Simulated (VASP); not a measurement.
# HfSn3S8 (P-3m1) in VASP: a series of runs, part 2 of 2

VASP 6.6.1. The steps go on from the part before.

## (3) Single point, PBE

This run uses another cell than the first one, of 26.80 Å³/atom.

Input file INCAR:

```
PREC     = Accurate       # precision mode
ENCUT    = 520            # plane-wave cutoff, eV
EDIFF    = 1E-6           # SCF threshold, eV
ISMEAR   = 0              # smearing method
SIGMA    = 0.02           # smearing width, eV
LREAL    = False          # projectors in reciprocal space
LASPH    = True           # aspherical terms in the spheres
NELM     = 100            # most SCF steps
ALGO     = Normal         # electronic algorithm
ISIF     = 2              # what is computed and relaxed
LWAVE    = False          # write WAVECAR
LCHARG   = False          # write CHGCAR
GGA      = PE             # functional
NBANDS   = 62             # bands
```

Input file KPOINTS:

```
Automatic mesh
0
Gamma
  12 12 1
```

Input file POSCAR:

```
HfSn3S8
1.0
    3.6897010710      0.0000000029      0.0000000000
   -1.8448505380      3.1953748584      0.0000000000
    0.0000000000      0.0000000000     27.2738753207
Hf Sn S
1 3 8
Direct
    0.0000000000      0.0000000000      0.5000000000
    0.0000000000      0.0000000000      0.0000000000
    0.0000000000      0.0000000000      0.2515906398
    0.0000000000      0.0000000000      0.7484093602
    0.3333333333      0.6666666667      0.0543561016
    0.3333333333      0.6666666667      0.3059484847
    0.3333333333      0.6666666667      0.5524007576
    0.3333333333      0.6666666667      0.8027654918
    0.6666666667      0.3333333333      0.1972345082
    0.6666666667      0.3333333333      0.4475992424
    0.6666666667      0.3333333333      0.6940515153
    0.6666666667      0.3333333333      0.9456438984
```

Potentials or basis: VASP PAW PBE potentials, release 64 (Hf_pv, Sn_d, S).

Started as:

```console
> cat potpaw_PBE.64/Hf_pv/POTCAR potpaw_PBE.64/Sn_d/POTCAR potpaw_PBE.64/S/POTCAR > POTCAR
> mpirun -np 1 vasp_std > vasp.out
```

OUTCAR:

```text
PREC = Accurate
   ENCUT = 520
   EDIFF = 1E-6
   ISMEAR = 0
   LREAL = False
   LASPH = True
   NELM = 100
   ISIF = 2
   GGA = PE

 ion  position               nearest neighbor table
   1  0.000  0.000  0.500-   7 2.57  10 2.57   7 2.57  10 2.57  10 2.57   7 2.57
   2  0.000  0.000  0.000-   5 2.60  12 2.60   5 2.60  12 2.60  12 2.60   5 2.60
   3  0.000  0.000  0.252-   9 2.60   9 2.60   9 2.60   6 2.60   6 2.60   6 2.60
   4  0.000  0.000  0.748-   8 2.60   8 2.60   8 2.60  11 2.60  11 2.60  11 2.60
   5  0.333  0.667  0.054-   2 2.60   2 2.60   2 2.60
[... 1459 lines left out ...]
 VOLUME and BASIS-vectors are now :
 -----------------------------------------------------------------------------
  energy-cutoff  :      520.00
  volume of cell :      321.56
      direct lattice vectors                 reciprocal lattice vectors
     3.689701071  0.000000003  0.000000000     0.271024666  0.156476164  0.000000000
    -1.844850538  3.195374858  0.000000000    -0.000000000  0.312952328  0.000000000
     0.000000000  0.000000000 27.273875321     0.000000000  0.000000000  0.036665123

 POSITION                                       TOTAL-FORCE (eV/Angst)
 -----------------------------------------------------------------------------------
      0.00000      0.00000     13.63694        -0.000000      0.000000     -0.000000
      0.00000      0.00000      0.00000        -0.000000      0.000000     -0.000000
      0.00000      0.00000      6.86185        -0.000000      0.000000     -0.000159
      0.00000      0.00000     20.41202        -0.000000     -0.000000      0.000159
     -0.00000      2.13025      1.48250         0.000000      0.000000     -0.007380
     -0.00000      2.13025      8.34440        -0.000000     -0.000000     -0.007356
     -0.00000      2.13025     15.06611         0.000000     -0.000000     -0.067588
     -0.00000      2.13025     21.89453        -0.000000      0.000000     -0.007339
      1.84485      1.06512      5.37935         0.000000     -0.000000      0.007339
      1.84485      1.06512     12.20777        -0.000000      0.000000      0.067588
      1.84485      1.06512     18.92947         0.000000      0.000000      0.007356
      1.84485      1.06512     25.79137        -0.000000     -0.000000      0.007380
 -----------------------------------------------------------------------------------
    total drift:                               -0.000000      0.000000     -0.000000

  FREE ENERGIE OF THE ION-ELECTRON SYSTEM (eV)
  ---------------------------------------------------
  free  energy   TOTEN  =       -62.5894303050 eV

  energy  without entropy=      -62.5894303050  energy(sigma->0) =      -62.58943031
```

OSZICAR:

```text
N       E                     dE             d eps       ncg     rms          rms(c)
[... 11 lines left out ...]
DAV:  12    -0.625895184684E+02    0.80502E-05   -0.56448E-04  3164   0.864E-02    0.114E-01
DAV:  13    -0.625894945039E+02    0.23964E-04   -0.48716E-05  2784   0.281E-02    0.641E-02
DAV:  14    -0.625894550053E+02    0.39499E-04   -0.33747E-05  3266   0.355E-02    0.342E-02
DAV:  15    -0.625894406697E+02    0.14336E-04   -0.26244E-05  2586   0.197E-02    0.264E-02
DAV:  16    -0.625894377570E+02    0.29128E-05   -0.11095E-05  2602   0.110E-02    0.158E-02
DAV:  17    -0.625894348093E+02    0.29477E-05   -0.95802E-07  2024   0.640E-03    0.437E-03
DAV:  18    -0.625894298756E+02    0.49337E-05   -0.99883E-06  2792   0.178E-02    0.112E-02
DAV:  19    -0.625894303050E+02   -0.42939E-06   -0.43072E-06  2146   0.555E-03
   1 F= -.62589430E+02 E0= -.62589430E+02  d E =-.177662E-34
```

Wall time 9.5 min (1 thread of Intel Xeon Platinum 8375C at 2.90GHz (Ice Lake), shared host); peak memory 0.6 GiB.

What came out:

| Item | Value |
| --- | --- |
| Free energy | -62.5894 eV |
| Pressure | -0.2 GPa |
| Largest force | 0.068 eV/Å |
| Band gap on the k mesh | 1.23 eV (least direct gap 1.76 eV) |

Forces on the atoms (eV/Å):
```
Hf   0.000  0.000  0.000
Sn   0.000  0.000  0.000
Sn   0.000  0.000  0.000
Sn   0.000  0.000  0.000
S    0.000  0.000 -0.007
S    0.000  0.000 -0.007
S    0.000  0.000 -0.068
S    0.000  0.000 -0.007
S    0.000  0.000  0.007
S    0.000  0.000  0.068
S    0.000  0.000  0.007
S    0.000  0.000  0.007
```

Stress tensor (GPa, compression positive):
```
-0.22  0.00  0.00
 0.00 -0.22  0.00
 0.00  0.00 -0.12
```

Levels at points of the mesh, in eV from the valence-band top:
| k point | band 47 | band 48 | band 49 | band 50 | band 51 | band 52 | band 53 | band 54 |
| --- | --- | --- | --- | --- | --- | --- | --- | --- |
| (0.00, 0.00, 0.00) | -0.39 | -0.39 | 0.00 | 0.00 | 1.87 | 2.11 | 2.11 | 2.13 |
| (0.50, 0.00, 0.00) | -0.76 | -0.57 | -0.55 | -0.53 | 1.23 | 1.27 | 1.29 | 1.46 |

Caveat: spin-orbit coupling is left out, which moves the levels of the heavy elements; an odd mesh through Γ misses points on the zone boundary, where band edges can lie; this functional lacks dispersion, which binds the layers, so the pressure and a relaxed spacing across them are unreliable.
